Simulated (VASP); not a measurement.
Input of a VASP 6.6.1 run:

INCAR

```
PREC = Accurate
ENCUT = 510
EDIFF = 1E-7
ISMEAR = -1
SIGMA = 0.05
LREAL = False
LASPH = True
NELM = 120
ALGO = Normal
ISIF = 3
LWAVE = False
LCHARG = False
GGA = RP
IBRION = 2
NSW = 60
EDIFFG = -0.01
GGA_COMPAT = False
NELMIN = 4
```

KPOINTS

```
Automatic mesh
0
Gamma
  9 9 9
```

File POSCAR:

```
As
1.0
    1.8807968987      1.0858785957      3.5140619945
   -1.8807968987      1.0858785957      3.5140619945
    0.0000000000     -2.1717571915      3.5140619945
As
2
Direct
    0.2260000000      0.2260000000      0.2260000000
    0.7740000000      0.7740000000      0.7740000000
```

Potentials or basis: VASP PAW PBE potentials, release 64 (As_d).

Launch:

```console
$ cat potpaw_PBE.64/As_d/POTCAR > POTCAR
$ mpirun -np 1 vasp_std > vasp.out
```

Problem. Predict the relaxed volume.

Solution. 29.89 Å³/atom.

Problem. Estimate the relaxed cell.

Solution. a = 5.554 Å, b = 5.554 Å, c = 5.554 Å, α = 38.54°, β = 38.54°, γ = 38.54°.

Problem. Predict the space group after relaxing (to 0.1 Å).

Solution. R-3m (No. 166).

Final structure:
```
As
1.0
     1.83320    1.05840    5.13529
    -1.83320    1.05840    5.13529
     0.00000   -2.11679    5.13529
As
2
Direct
  0.21145 0.21145 0.21145
  0.78855 0.78855 0.78855
```

Caveat: the volume moved by over 15 % at a fixed basis, so the end points are rough; the PAW data sets were made with another functional, which shifts forces and pressure a little. Zero-point motion and thermal expansion aren't in these numbers.
